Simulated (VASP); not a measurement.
# Cl (P1) in VASP: single point with PBEsol

Aim: the single point of Cl with PBEsol.

Program: VASP 6.6.1. These are calculated values, not measurements. Logs are shortened: lines on timing, memory, paths and dates and some standing lists are left out, and cuts for length are marked.

**1. The cell of the first run**

The typed cell holds 4 atoms: a = 3.861 Å, b = 3.772 Å, c = 7.971 Å, α = 92.46°, β = 93.05°, γ = 73.35°.

**2. Single point, PBEsol (atoms moved at random and the cell strained at random)**

The input, INCAR:

```
  PREC = Accurate
  ENCUT = 500
  EDIFF = 1E-6
  ISMEAR = 0
  SIGMA = 0.02
  LREAL = F
  LASPH = T
  NELM = 120
  ALGO = Normal
  ISIF = 2
  LWAVE = F
  LCHARG = F
  GGA = PS
  NBANDS = 22
  GGA_COMPAT = F
```

The input, KPOINTS:

```
regular mesh
0
Gamma
  8 8 4
```

The input, POSCAR:

```
Cl
1.0
    3.0863080000     -2.3169304000     -0.1012832000
    3.0323240000      2.2417384000     -0.0806752000
   -0.2408616000      0.0379960000      7.9673482000
Cl
4
Direct
    0.1126859547      0.8819582761      0.1012990315
    0.6387117102      0.3557786745      0.4001380145
    0.8770993017      0.1184519803      0.9028305085
    0.3715008013      0.6438133013      0.5957312349
```

Potentials or basis: VASP PAW PBE potentials, release 64 (Cl).

Command:

```console
$ cat potpaw_PBE.64/Cl/POTCAR > POTCAR
$ mpirun -np 1 vasp_std > vasp.out
```

OUTCAR:

```text
PREC = Accurate
   ENCUT = 500
   EDIFF = 1E-6
   ISMEAR = 0
   LREAL = F
   LASPH = T
   NELM = 120
   ISIF = 2
   GGA = PS

 ion  position               nearest neighbor table
   1  0.113  0.882  0.101-   3 1.90
   2  0.639  0.356  0.400-   4 2.01
   3  0.877  0.118  0.903-   1 1.90
   4  0.372  0.644  0.596-   2 2.01

  LATTYP: Found a triclinic cell.
 ALAT       =     3.8605338796
 B/A-ratio  =     1.1809338160
 C/A-ratio  =     2.5268769811
 COS(alpha) =     0.0073397904
 COS(beta)  =     0.4630462187
 COS(gamma) =     0.6096947934

  Lattice vectors:

 A1 = (  -3.0863080000,   2.3169304000,   0.1012832000)
 A2 = (  -0.0539840000,   4.5586688000,   0.0206080000)
 A3 = (  -5.8777704000,   0.0371960000,  -7.7853898000)

Analysis of symmetry for initial positions (statically):
=====================================================================
 Subroutine PRICEL returns:
 Original cell was already a primitive cell.

 Routine SETGRP: Setting up the symmetry group for a
 triclinic supercell.

 Subroutine GETGRP returns: Found  1 space group operations
 (whereof  1 operations were pure point group operations)
 out of a pool of  2 trial point group operations.

The static configuration has the point symmetry C_1 .

Analysis of symmetry for dynamics (positions and initial velocities):
=====================================================================
 Subroutine PRICEL returns:
 Original cell was already a primitive cell.

 Routine SETGRP: Setting up the symmetry group for a
 triclinic supercell.

 Subroutine GETGRP returns: Found  1 space group operations
 (whereof  1 operations were pure point group operations)
 out of a pool of  2 trial point group operations.

The dynamic configuration has the point symmetry C_1 .

 Subroutine INISYM returns: Found  1 space group operations
 (whereof  1 operations are pure point group operations),
 and found     1 'primitive' translations

----------------------------------------------------------------------------------------

                                     Primitive cell

  volume of cell :     110.9978

  direct lattice vectors                    reciprocal lattice vectors
     3.086308000 -2.316930400 -0.101283200     0.160938102 -0.217483129  0.005902503
[... 86 lines left out ...]
   LSORBIT =      F    spin-orbit coupling
   LASPH  =      T    aspherical Exc in radial PAW
   ENCUT  =  500.0 eV  36.75 Ry    6.06 a.u.   7.04  6.88 14.53*2*pi/ulx,y,z
   NELM   =    120;   NELMIN=  2; NELMDL= -5     # of ELM steps
   EDIFF  = 0.1E-05   stopping-criterion for ELM
   LREAL  =      F    real-space projection
   EDIFFG = 0.1E-04   stopping-criterion for IOM
   NSW    =      0    number of steps for IOM
   IBRION =     -1    ionic relax: 0-MD 1-quasi-New 2-CG
   NFREE  =      0    steps in history (QN), initial steepest desc. (CG)
   ISIF   =      2    stress and relaxation
   ISYM   =      2    0-nonsym 1-usesym 2-fastsym
   POTIM  = 0.5000    time-step for ionic-motion
   TEBEG  =    0.0;   TEEND  =   0.0 temperature during run
   PSTRESS=    0.0 pullay stress
   NELECT =      28.0000    total number of electrons
   NUPDOWN=      -1.0000    fix difference up-down
   EMIN   =  10.00;   EMAX   =-10.00  energy-range for DOS
   EFERMI =   0.00;   METHOD = LEGACY
   ISMEAR =     0;   SIGMA  =   0.02  broadening in eV -4-tet -1-fermi 0-gaus
   EFERMI_NEDOS =   21; number of points for ismear=-14 and -15
   IALGO  =     38    algorithm
   IMIX   =      4    mixing-type and parameters
     AMIX     =   0.40;   BMIX     =  1.00
     AMIX_MAG =   1.60;   BMIX_MAG =  1.00
  volume/ion in A,a.u.               =      27.75       187.26
  Fermi-wavevector in a.u.,A,eV,Ry     =   1.034402  1.954736 14.558066  1.069988
  Thomas-Fermi vector in A             =   2.168696
   LORBIT       =      0    0 simple, 1 ext, 2 COOP (PROOUT), +10 PAW based schemes
   GGA     = PS    functional components
   LHFCALC =     F    Hartree Fock is set to
   AEXX    =    0.0000 exact exchange contribution
   IVDW    =     0    specifies the selected vdW correction
   LEPSILON=     F    determine dielectric tensor
   LRPA    =     F    only Hartree local field effects (RPA)
 non-spin polarized calculation
 Gauss-broadening in eV      SIGMA  =   0.02
  energy-cutoff  :      500.00
  volume of cell :      111.00
 maximum number of plane-waves:      2844
   NGX = 15   NGY = 13   NGZ = 29

 number of electron      27.9999998 magnetization

 Free energy of the ion-electron system (eV)
  ---------------------------------------------------
  ext. energy  EPLUGINS =         0.00000000
  ---------------------------------------------------
  free energy    TOTEN  =        -7.87853626 eV

  energy without entropy =       -7.87853626  energy(sigma->0) =       -7.87853626

 E-fermi :   0.0648     XC(G=0):  -8.1080

 val. band max:       -0.0900503480   @ k =   0.5000   0.5000   0.0000
 cond. band min:       2.3489547528   @ k =   0.5000   0.5000   0.5000
 fundamental gap:      2.4390051008
 Fermi energy:         0.0647877703

 k-point     1 :       0.0000    0.0000    0.0000
  band No.  band energies     occupation
      1     -17.7382      2.00000
      2     -16.7430      2.00000
      3     -12.7846      2.00000
      4     -12.1756      2.00000
      5      -5.8734      2.00000
      6      -4.9040      2.00000
[... 589 lines left out ...]
     21       9.6240      0.00000
     22      10.1940      0.00000

 [... further k-points ...]

------------------------ aborting loop because EDIFF is reached ----------------------------------------

  FORCE on cell =-STRESS in cart. coord.  units (eV):
  Direction    XX          YY          ZZ          XY          YZ          ZX
  --------------------------------------------------------------------------------------
  -------------------------------------------------------------------------------------
  Total        0.2901253      0.5715608      1.8906885      0.0925122     -2.2119771      0.1140042
  in kB        4.1877605      8.2500884     27.2907949      1.3353507    -31.9283758      1.6455729
  external PRESSURE =      13.2428813 kB  Pullay stress =       0.0000000 kB

 VOLUME and BASIS-vectors are now :
 -----------------------------------------------------------------------------
  energy-cutoff  :      500.00
  volume of cell :      111.00
      direct lattice vectors                 reciprocal lattice vectors
     3.086308000 -2.316930400 -0.101283200     0.160938102 -0.217483129  0.005902503
     3.032324000  2.241738400 -0.080675200     0.166273046  0.221313346  0.003971180
    -0.240861600  0.037996000  7.967348200     0.003729527 -0.000523749  0.125627521

 POSITION                                       TOTAL-FORCE (eV/Angst)
 -----------------------------------------------------------------------------------
      2.99777      1.71988      0.72452        -0.015310     -1.065890      1.665763
      2.95372     -0.66708      3.09465         0.001735      0.230400      0.101431
      2.84873     -1.73234      7.09477         0.019817      1.076103     -1.671338
      2.95533      0.60515      4.65683        -0.006243     -0.240613     -0.095857
 -----------------------------------------------------------------------------------
    total drift:                               -0.000340      0.000148      0.000344

  FREE ENERGIE OF THE ION-ELECTRON SYSTEM (eV)
  ---------------------------------------------------
  free  energy   TOTEN  =        -7.8785362558 eV

  energy  without entropy=       -7.8785362558  energy(sigma->0) =       -7.87853626
```

OSZICAR:

```text
N       E                     dE             d eps       ncg     rms          rms(c)
DAV:   1     0.174856292263E+03    0.17486E+03   -0.11906E+04  5808   0.105E+03
DAV:   2     0.414560232334E+01   -0.17071E+03   -0.16502E+03  8052   0.200E+02
DAV:   3    -0.818857135085E+01   -0.12334E+02   -0.12284E+02  7518   0.608E+01
DAV:   4    -0.834221564383E+01   -0.15364E+00   -0.15357E+00  7648   0.815E+00
DAV:   5    -0.834478547991E+01   -0.25698E-02   -0.25697E-02  7736   0.103E+00    0.184E+01
DAV:   6    -0.799976163211E+01    0.34502E+00   -0.22548E-01  7284   0.273E+00    0.120E+01
DAV:   7    -0.789022027594E+01    0.10954E+00   -0.50623E-01  7308   0.396E+00    0.900E-01
DAV:   8    -0.787831116968E+01    0.11909E-01   -0.63201E-02  6858   0.152E+00    0.416E-01
DAV:   9    -0.787845026606E+01   -0.13910E-03   -0.18955E-03  7644   0.254E-01    0.134E-01
DAV:  10    -0.787854691209E+01   -0.96646E-04   -0.25779E-04  7930   0.996E-02    0.390E-02
DAV:  11    -0.787853388581E+01    0.13026E-04   -0.51290E-05  7302   0.443E-02    0.136E-02
DAV:  12    -0.787853587923E+01   -0.19934E-05   -0.10025E-05  8376   0.190E-02    0.498E-03
DAV:  13    -0.787853625577E+01   -0.37654E-06   -0.10258E-06  5178   0.685E-03
   1 F= -.78785363E+01 E0= -.78785363E+01  d E =-.411068E-30
```

stdout:

```text
POSCAR found type information on POSCAR Cl
 POSCAR found :  1 types and       4 ions
 scaLAPACK will be used
 -----------------------------------------------------------------------------
|                                                                             |
|                                                                             |
|     You enforced a specific xc type in the INCAR file but a different       |
|     I HOPE YOU KNOW WHAT YOU ARE DOING!                                     |
|                                                                             |
 -----------------------------------------------------------------------------

 LDA part: xc-table for (Slater+PW92), standard interpolation
 POSCAR, INCAR and KPOINTS ok, starting setup
 FFT: planning ... GRIDC
 FFT: planning ... GRID_SOFT
 FFT: planning ... GRID
 WAVECAR not read
 entering main loop
```

It took 81 s on 1 thread of Intel Xeon 6975P-C (Granite Rapids), shared host; peak memory 0.33 GiB.

What came out:

* Free energy: -7.8785 eV
* Pressure: 1.3 GPa
* Largest force: 1.988 eV/Å
* Band gap on the k mesh: 2.44 eV (least direct gap 2.48 eV)

Forces in eV/Å, atoms in the order of the input:
```
Cl  -0.015 -1.066  1.666
Cl   0.002  0.230  0.101
Cl   0.020  1.076 -1.671
Cl  -0.006 -0.241 -0.096
```

Stress tensor (GPa, compression positive):
```
 0.42  0.13  0.16
 0.13  0.83 -3.19
 0.16 -3.19  2.73
```

Levels at points of the mesh, in eV from the valence-band top:
| k point | band 11 | band 12 | band 13 | band 14 | band 15 | band 16 | band 17 | band 18 |
| --- | --- | --- | --- | --- | --- | --- | --- | --- |
| (0.00, 0.00, 0.00) | -0.89 | -0.53 | -0.37 | -0.16 | 2.56 | 3.50 | 6.56 | 7.28 |
| (0.50, 0.00, 0.00) | -0.71 | -0.53 | -0.32 | -0.25 | 2.79 | 3.45 | 8.05 | 8.07 |
| (0.00, 0.50, 0.00) | -0.68 | -0.61 | -0.29 | -0.24 | 2.79 | 3.39 | 7.73 | 8.13 |
| (0.50, 0.50, 0.00) | -1.13 | -1.10 | -0.47 | 0.00 | 2.48 | 3.27 | 8.09 | 8.43 |
| (0.00, 0.00, 0.50) | -0.86 | -0.74 | -0.33 | -0.22 | 2.58 | 3.21 | 6.94 | 7.54 |
| (0.50, 0.00, 0.50) | -0.66 | -0.53 | -0.12 | -0.07 | 2.63 | 3.44 | 8.11 | 8.48 |
| (0.00, 0.50, 0.50) | -0.64 | -0.58 | -0.13 | -0.05 | 2.64 | 3.38 | 7.94 | 8.42 |
| (0.50, 0.50, 0.50) | -0.90 | -0.83 | -0.56 | -0.52 | 2.44 | 3.11 | 8.26 | 9.02 |

Caveat: the cell differs from its parent crystal (atoms moved at random and the cell strained at random); this functional lacks dispersion, which holds the molecules together, so the pressure and a relaxed volume are unreliable; the PAW data sets were made with another functional, which shifts forces and pressure a little. A k mesh can miss the band edges.
